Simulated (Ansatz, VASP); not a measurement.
**ScAl3 in VASP and in Ansatz**

```
Sc Al
1.0
     5.24466    0.00000    0.00000
    -2.62233    4.54201    0.00000
     0.00000    0.00000    5.08972
Sc Al
1 3
Direct
  0.00000 0.00000 0.00000
  0.16650 0.83350 0.50000
  0.16650 0.33299 0.50000
  0.66701 0.83350 0.50000
```

Alike in both runs: functional PBE; k mesh 12 × 12 × 10; occupations gaussian, width 0.1 eV; no spin polarisation.

Ansatz relaxed the structure, and its values are those at the end. VASP's run is a single point on that final structure, the one shown.

```csv
,VASP,Ansatz
version,VASP 6.6.1,Ansatz 0.2.0
potentials or method,"VASP PAW PBE potentials, release 64 (Sc_sv, Al), cutoff 520 eV","scalar-relativistic, plane waves, PAW"
valence electrons in the cell,20,20
```

|  | VASP | Ansatz | Ansatz less VASP |
| --- | --- | --- | --- |
| gap on the k mesh at the Fermi level (eV) | none | none | - |
| pressure (GPa) | 0.0 | 0.0 | 0.00 |

A gap of «none» marks a metal or a gap that the smearing closes. With one functional, cell and mesh, what is left measures potentials, basis and numerics.
